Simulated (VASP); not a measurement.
A run of VASP 6.6.1 is set up as follows.

The input INCAR:

```
PREC = Accurate
ENCUT = 600
EDIFF = 1E-6
ISMEAR = -1
SIGMA = 0.05
LREAL = False
LASPH = True
NELM = 60
ALGO = Normal
ISIF = 3
LWAVE = False
LCHARG = False
GGA = RP
IVDW = 12
IBRION = 2
NSW = 80
EDIFFG = -0.005
```

The input KPOINTS:

```
regular mesh
0
Gamma
  11 11 11
```

The input POSCAR:

```
Li
1.0
   -1.7546500000      1.7546500000      1.7546500000
    1.7546500000     -1.7546500000      1.7546500000
    1.7546500000      1.7546500000     -1.7546500000
Li
1
Direct
    0.0000000000      0.0000000000      0.0000000000
```

Potentials or basis: VASP PAW PBE potentials, release 64 (Li_sv).

The run is started by

```console
$ cat potpaw_PBE.64/Li_sv/POTCAR > POTCAR
$ mpirun -np 1 vasp_std > vasp.out
```

Q: What does it give for the dispersion energy per atom?

A: -1.393 eV.

Q: Predict the relaxed volume.

A: 11.91 Å³/atom.

Step by step:
```
step  energy change (eV)  largest force (eV/Å)  pressure (GPa)  volume (Å³)
   1              0.0000                0.0000           -8.05        21.61
   2             -0.1644                0.0000           -8.14        18.39
   3             -0.3752                0.0000            4.94        10.67
   4             -0.3905                0.0000           -1.54        12.42
   5             -0.3930                0.0000           -0.07        11.94
   6             -0.3928                0.0000            0.44        11.78
   7             -0.3930                0.0000            0.15        11.86
   8             -0.3930                0.0000            0.00        11.91
```

Caveat: the cutoff is under 1.25 times the usual one of these potentials, so pressure, stress and relaxed cells hold a basis-set (Pulay) error; the volume moved by over 15 % at a fixed basis, so the end points are rough; the PAW data sets were made with another functional, which shifts forces and pressure a little; the volume moved by -45 % from the deposited cell, more than functionals usually miss; pairwise dispersion overbinds metals, which lowers pressure and volume.

The cell as given is a measured one (21.61 Å³/atom); RPBE+D3(BJ) puts the equilibrium volume -44.9 % from it, thermal expansion not counted.
